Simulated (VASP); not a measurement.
Crystal: CdSe.

```xyz
2
Lattice="0.0000 3.1305 3.1305 3.1305 0.0000 3.1305 3.1305 3.1305 0.0000" Properties=species:S:1:pos:R:3 pbc="T T T"
Cd    0.0000    0.0000    0.0000
Se    1.5652    1.5652    1.5652
```

Base run:

- Program: VASP 6.6.1
- Functional: BLYP
- Dispersion: D4
- Potentials or basis: VASP PAW PBE potentials, release 64 (Cd, Se)
- Cutoff: 520 eV
- k mesh: 8 × 8 × 8
- Occupations: fermi-dirac, width 0.05 eV
- Spin: no spin polarisation

Its results: band gap on the k mesh 0.37 eV, direct; pressure -2.0 GPa.

Q: The run is repeated on the same cell with these changes: dispersion from D4 to none. What comes out?

A: Band gap on the k mesh 0.37 eV, direct; pressure 1.4 GPa.

Dispersion adds attraction, which lowers the pressure at fixed volume and, as a term added to the energy, leaves the levels alone.

Caveats: the PAW data sets were made with another functional, which shifts forces and pressure a little.

